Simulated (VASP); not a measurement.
# Ca (Im-3m) in VASP: density of states with PBE

Aim: the density of states of Ca with PBE.

Everything below comes from runs of VASP 6.6.1. Logs are shortened: lines on timing, memory, paths and dates and some standing lists are left out, and cuts for length are marked.

### Step 1. The cell of the first run

It takes space group Im-3m (No. 229, cubic). The conventional cell has a = 4.381 Å, b = 4.381 Å, c = 4.381 Å, α = 90.00°, β = 90.00°, γ = 90.00°. Within 5.0 Å of Ca (site symmetry m-3m) lie 14 Ca at 3.79 to 4.38 Å.

### Step 2. Density of states, PBE

POSCAR reads:

```
Ca
1.0
   -2.1904913249      2.1904913249      2.1904913249
    2.1904913249     -2.1904913249      2.1904913249
    2.1904913249      2.1904913249     -2.1904913249
Ca
1
Direct
    0.0000000000      0.0000000000      0.0000000000
```

INCAR.step1 reads:

```
PREC     = Accurate       # precision mode
ENCUT    = 520            # plane-wave cutoff, eV
EDIFF    = 1E-6           # SCF threshold, eV
ISMEAR   = 0              # smearing method
SIGMA    = 0.1            # smearing width, eV
LREAL    = False          # projectors in reciprocal space
LASPH    = True           # aspherical terms in the spheres
NELM     = 100            # most SCF steps
ALGO     = Normal         # electronic algorithm
ISIF     = 2              # what is computed and relaxed
LWAVE    = False          # write WAVECAR
LCHARG   = True           # write CHGCAR
GGA      = PE             # functional
NBANDS   = 11             # bands
```

KPOINTS.step1 reads:

```
Automatic mesh
0
Gamma
  14 14 14
```

INCAR.step2 reads:

```
PREC     = Accurate       # precision mode
ENCUT    = 520            # plane-wave cutoff, eV
EDIFF    = 1E-6           # SCF threshold, eV
ISMEAR   = -5             # smearing method
SIGMA    = 0.1            # smearing width, eV
LREAL    = False          # projectors in reciprocal space
LASPH    = True           # aspherical terms in the spheres
NELM     = 100            # most SCF steps
ALGO     = Normal         # electronic algorithm
ISIF     = 2              # what is computed and relaxed
LWAVE    = False          # write WAVECAR
LCHARG   = False          # write CHGCAR
GGA      = PE             # functional
LORBIT   = 11             # projections on sites
NBANDS   = 11             # bands
NEDOS    = 1001           # points of the DOS
ICHARG   = 11             # starting density
```

KPOINTS.step2 reads:

```
Automatic mesh
0
Gamma
  21 21 21
```

Potentials or basis: VASP PAW PBE potentials, release 64 (Ca_sv).

Command:

```console
$ cat potpaw_PBE.64/Ca_sv/POTCAR > POTCAR
$ cp INCAR.step1 INCAR
$ cp KPOINTS.step1 KPOINTS
$ mpirun -np 1 vasp_std > vasp.out
$ cp INCAR.step2 INCAR
$ cp KPOINTS.step2 KPOINTS
$ mpirun -np 1 vasp_std > vasp.out
```

OUTCAR:

```text
PREC = Accurate
   ENCUT = 520
   EDIFF = 1E-6
   ISMEAR = -5
   LREAL = False
   LASPH = True
   NELM = 100
   ISIF = 2
   GGA = PE
   LORBIT = 11
   ICHARG = 11

 ion  position               nearest neighbor table
   1  0.000  0.000  0.000-

  LATTYP: Found a body centered cubic cell.
 ALAT       =     4.3809826498

  Lattice vectors:

 A1 = (  -2.1904913249,   2.1904913249,   2.1904913249)
 A2 = (   2.1904913249,  -2.1904913249,   2.1904913249)
 A3 = (   2.1904913249,   2.1904913249,  -2.1904913249)

Analysis of symmetry for initial positions (statically):
=====================================================================
 Subroutine PRICEL returns:
 Original cell was already a primitive cell.

 Routine SETGRP: Setting up the symmetry group for a
 body centered cubic supercell.

 Subroutine GETGRP returns: Found 48 space group operations
 (whereof 48 operations were pure point group operations)
 out of a pool of 48 trial point group operations.

The static configuration has the point symmetry O_h .

Analysis of symmetry for dynamics (positions and initial velocities):
=====================================================================
 Subroutine PRICEL returns:
 Original cell was already a primitive cell.

 Routine SETGRP: Setting up the symmetry group for a
 body centered cubic supercell.

 Subroutine GETGRP returns: Found 48 space group operations
 (whereof 48 operations were pure point group operations)
 out of a pool of 48 trial point group operations.

The dynamic configuration has the point symmetry O_h .

 Subroutine INISYM returns: Found 48 space group operations
 (whereof 48 operations are pure point group operations),
 and found     1 'primitive' translations

----------------------------------------------------------------------------------------

                                     Primitive cell

  volume of cell :      42.0421

  direct lattice vectors                    reciprocal lattice vectors
    -2.190491325  2.190491325  2.190491325     0.000000000  0.228259292  0.228259292
     2.190491325 -2.190491325  2.190491325     0.228259292  0.000000000  0.228259292
     2.190491325  2.190491325 -2.190491325     0.228259292  0.228259292  0.000000000

  length of vectors
     3.794042268  3.794042268  3.794042268     0.322807387  0.322807387  0.322807387

  position of ions in fractional coordinates (direct lattice)
     0.000000000  0.000000000  0.000000000

  ion indices of the primitive-cell ions
   primitive index   ion index
                 1           1

----------------------------------------------------------------------------------------

 KPOINTS: Automatic mesh

Automatic generation of k-mesh.
 Grid dimensions read from file:
 generate k-points for:   21   21   21

 Generating k-lattice:

  Cartesian coordinates                     Fractional coordinates (reciprocal lattice)
     0.000000000  0.010869490  0.010869490     0.047619048  0.000000000  0.000000000
     0.010869490  0.000000000  0.010869490     0.000000000  0.047619048  0.000000000
     0.010869490  0.010869490  0.000000000     0.000000000  0.000000000  0.047619048

  Length of vectors
     0.015371780  0.015371780  0.015371780

  Shift w.r.t. Gamma in fractional coordinates (k-lattice)
     0.000000000  0.000000000  0.000000000

 TETIRR: Found  10986 inequivalent tetrahedra from    55566

 Subroutine IBZKPT returns following result:
 ===========================================

 Found    286 irreducible k-points:

 Following reciprocal coordinates:
            Coordinates               Weight
  0.000000  0.000000  0.000000      1.000000
  0.047619  0.000000  0.000000     12.000000
  0.095238  0.000000  0.000000     12.000000
  0.142857  0.000000  0.000000     12.000000
  0.190476  0.000000  0.000000     12.000000
  0.238095  0.000000  0.000000     12.000000
[... 16 lines left out ...]
  0.142857  0.095238  0.000000     48.000000
  0.190476  0.095238  0.000000     48.000000
 [... further k-points ...]
   k-points           NKPTS =    286   k-points in BZ     NKDIM =    286   number of bands    NBANDS=     11
   number of dos      NEDOS =   1001   number of ions     NIONS =      1
   total plane-waves  NPLWV =  21952
   dimension x,y,z NGX =    28 NGY =   28 NGZ =   28
   dimension x,y,z NGXF=    56 NGYF=   56 NGZF=   56
   ions per type =               1
   NGX,Y,Z   is equivalent  to a cutoff of  12.27, 12.27, 12.27 a.u.
   NGXF,Y,Z  is equivalent  to a cutoff of  24.54, 24.54, 24.54 a.u.
 SYSTEM =  unknown system
   PREC   = accura    normal or accurate (medium, high low for compatibility)
   ISTART =      0    job   : 0-new  1-cont  2-samecut
   ICHARG =     11    charge: 1-file 2-atom 10-const
   ISPIN  =      1    spin polarized calculation?
   LNONCOLLINEAR =      F non collinear calculations
   LSORBIT =      F    spin-orbit coupling
   LASPH  =      T    aspherical Exc in radial PAW
   ENCUT  =  520.0 eV  38.22 Ry    6.18 a.u.   7.05  7.05  7.05*2*pi/ulx,y,z
   NELM   =    100;   NELMIN=  2; NELMDL=  0     # of ELM steps
   EDIFF  = 0.1E-05   stopping-criterion for ELM
   LREAL  =      F    real-space projection
   EDIFFG = 0.1E-04   stopping-criterion for IOM
   NSW    =      0    number of steps for IOM
   IBRION =     -1    ionic relax: 0-MD 1-quasi-New 2-CG
   NFREE  =      0    steps in history (QN), initial steepest desc. (CG)
   ISIF   =      2    stress and relaxation
   ISYM   =      2    0-nonsym 1-usesym 2-fastsym
   POTIM  = 0.5000    time-step for ionic-motion
   TEBEG  =    0.0;   TEEND  =   0.0 temperature during run
   PSTRESS=    0.0 pullay stress
   NELECT =      10.0000    total number of electrons
   NUPDOWN=      -1.0000    fix difference up-down
   EMIN   =  10.00;   EMAX   =-10.00  energy-range for DOS
   EFERMI =   0.00;   METHOD = LEGACY
   ISMEAR =    -5;   SIGMA  =   0.10  broadening in eV -4-tet -1-fermi 0-gaus
   EFERMI_NEDOS =   21; number of points for ismear=-14 and -15
   IALGO  =     38    algorithm
   IMIX   =      4    mixing-type and parameters
     AMIX     =   0.40;   BMIX     =  1.00
     AMIX_MAG =   1.60;   BMIX_MAG =  1.00
  volume/ion in A,a.u.               =      42.04       283.71
  Fermi-wavevector in a.u.,A,eV,Ry     =   1.014332  1.916809 13.998608  1.028869
  Thomas-Fermi vector in A             =   2.147553
   LORBIT       =     11    0 simple, 1 ext, 2 COOP (PROOUT), +10 PAW based schemes
   GGA     = PE    functional components
   LHFCALC =     F    Hartree Fock is set to
   AEXX    =    0.0000 exact exchange contribution
   IVDW    =     0    specifies the selected vdW correction
   LEPSILON=     F    determine dielectric tensor
   LRPA    =     F    only Hartree local field effects (RPA)
 non-spin polarized calculation
 Fermi weights with tetrahedron method with Bloechl corrections
  energy-cutoff  :      520.00
  volume of cell :       42.04
 maximum number of plane-waves:      1157

 number of electron      10.0000003 magnetization

 Free energy of the ion-electron system (eV)
  ---------------------------------------------------
  ext. energy  EPLUGINS =         0.00000000
  ---------------------------------------------------
  free energy    TOTEN  =        -1.91185083 eV

  energy without entropy =       -1.91185083  energy(sigma->0) =       -1.91185083

 E-fermi :   2.0546     XC(G=0):  -7.7462

 val. band max:        2.0722526823   @ k =   0.2857   0.2857   0.0952
 cond. band min:       2.0017300310   @ k =  -0.4762  -0.4762   0.1905
 fundamental gap:     -0.0705226513
 Fermi energy:         2.0545646464

 k-point     1 :       0.0000    0.0000    0.0000
  band No.  band energies     occupation
      1     -40.0264      2.00000
      2     -20.9415      2.00000
      3     -20.9415      2.00000
      4     -20.9415      2.00000
      5      -2.0528      2.00000
      6       4.3249      0.00000
      7       4.3249      0.00000
      8       4.3249      0.00000
      9       5.3831      0.00000
     10       5.3831      0.00000
     11      12.2428      0.00000

 k-point     2 :       0.0476    0.0000    0.0000
  band No.  band energies     occupation
      1     -40.0260      2.00000
      2     -20.9447      2.00000
      3     -20.9425      2.00000
      4     -20.9415      2.00000
      5      -2.0114      2.00000
      6       4.2986      0.00000
      7       4.3106      0.00000
      8       4.3561      0.00000
      9       5.3496      0.00000
     10       5.3836      0.00000
     11      12.2075      0.00000

 k-point     3 :       0.0952    0.0000    0.0000
  band No.  band energies     occupation
      1     -40.0251      2.00000
      2     -20.9541      2.00000
      3     -20.9457      2.00000
      4     -20.9414      2.00000
      5      -1.8884      2.00000
      6       4.2237      0.00000
      7       4.2560      0.00000
      8       4.4490      0.00000
      9       5.2703      0.00000
     10       5.3863      0.00000
     11      12.0278      0.00000

 k-point     4 :       0.1429    0.0000    0.0000
  band No.  band energies     occupation
      1     -40.0235      2.00000
      2     -20.9687      2.00000
      3     -20.9505      2.00000
      4     -20.9414      2.00000
      5      -1.6864      2.00000
      6       4.1110      0.00000
      7       4.1334      0.00000
      8       4.6012      0.00000
      9       5.1964      0.00000
     10       5.3942      0.00000
     11      11.5835      0.00000

 k-point     5 :       0.1905    0.0000    0.0000
  band No.  band energies     occupation
      1     -40.0216      2.00000
      2     -20.9873      2.00000
      3     -20.9567      2.00000
      4     -20.9414      2.00000
      5      -1.4103      2.00000
      6       3.9272      0.00000
      7       3.9751      0.00000
      8       4.8085      0.00000
      9       5.1691      0.00000
     10       5.4109      0.00000
     11      10.8897      0.00000
[... 211 lines left out ...]
 k-point    21 :       0.4762    0.0476    0.0000
  band No.  band energies     occupation
      1     -40.0112      2.00000
      2     -21.0826      2.00000
      3     -20.9901      2.00000
      4     -20.9426      2.00000
      5       1.1476      2.00000
      6       2.0016      1.77223
      7       3.3500      0.00000
      8       5.2726      0.00000
      9       5.6632      0.00000
     10       6.4363      0.00000
     11       7.3891      0.00000

 k-point    22 :       0.0952    0.0952    0.0000
  band No.  band energies     occupation
      1     -40.0227      2.00000
      2     -20.9770      2.00000
      3     -20.9502      2.00000
      4     -20.9445      2.00000
      5      -1.5669      2.00000
      6       4.0489      0.00000
      7       4.0559      0.00000
      8       4.6972      0.00000
      9       5.1261      0.00000
     10       5.4371      0.00000
     11      11.5401      0.00000

 k-point    23 :       0.1429    0.0952    0.0000
  band No.  band energies     occupation
      1     -40.0208      2.00000
      2     -20.9939      2.00000
      3     -20.9559      2.00000
      4     -20.9454      2.00000
      5      -1.2937      2.00000
      6       3.8573      0.00000
      7       3.9188      0.00000
      8       4.9021      0.00000
      9       5.0868      0.00000
     10       5.4782      0.00000
     11      10.9101      0.00000

 k-point    24 :       0.1905    0.0952    0.0000
  band No.  band energies     occupation
      1     -40.0187      2.00000
      2     -21.0125      2.00000
      3     -20.9634      2.00000
      4     -20.9457      2.00000
      5      -0.9538      2.00000
      6       3.6060      0.00000
      7       3.7738      0.00000
      8       5.0948      0.00000
      9       5.1554      0.00000
     10       5.5193      0.00000
     11      10.0846      0.00000

 [... further k-points ...]
[... 5 lines left out ...]
  --------------------------------------------------------------------------------------
  -------------------------------------------------------------------------------------
  Total        0.0251637      0.0251637      0.0251637     -0.0000000      0.0000000     -0.0000000
  in kB        0.9589611      0.9589611      0.9589611     -0.0000000      0.0000000     -0.0000000
  external PRESSURE =       0.9589611 kB  Pullay stress =       0.0000000 kB

 VOLUME and BASIS-vectors are now :
 -----------------------------------------------------------------------------
  energy-cutoff  :      520.00
  volume of cell :       42.04
      direct lattice vectors                 reciprocal lattice vectors
    -2.190491325  2.190491325  2.190491325     0.000000000  0.228259292  0.228259292
     2.190491325 -2.190491325  2.190491325     0.228259292  0.000000000  0.228259292
     2.190491325  2.190491325 -2.190491325     0.228259292  0.228259292  0.000000000

 POSITION                                       TOTAL-FORCE (eV/Angst)
 -----------------------------------------------------------------------------------
      0.00000      0.00000      0.00000         0.000000      0.000000     -0.000000
 -----------------------------------------------------------------------------------
    total drift:                               -0.000000      0.000000      0.000000

  FREE ENERGIE OF THE ION-ELECTRON SYSTEM (eV)
  ---------------------------------------------------
  free  energy   TOTEN  =        -1.9118508250 eV

  energy  without entropy=       -1.9118508250  energy(sigma->0) =       -1.91185083

 total charge

# of ion       s       p       d       tot
------------------------------------------
    1        2.085   5.831   0.165   8.081
```

It took 50 s on 1 thread of AMD EPYC 9R45 (Zen 5), shared host; peak memory 0.23 GiB.

What came out:

* Valence electrons inside the program's atomic spheres: Ca 8.08

Caveat: tetrahedron occupations give inexact forces and stress in metals.
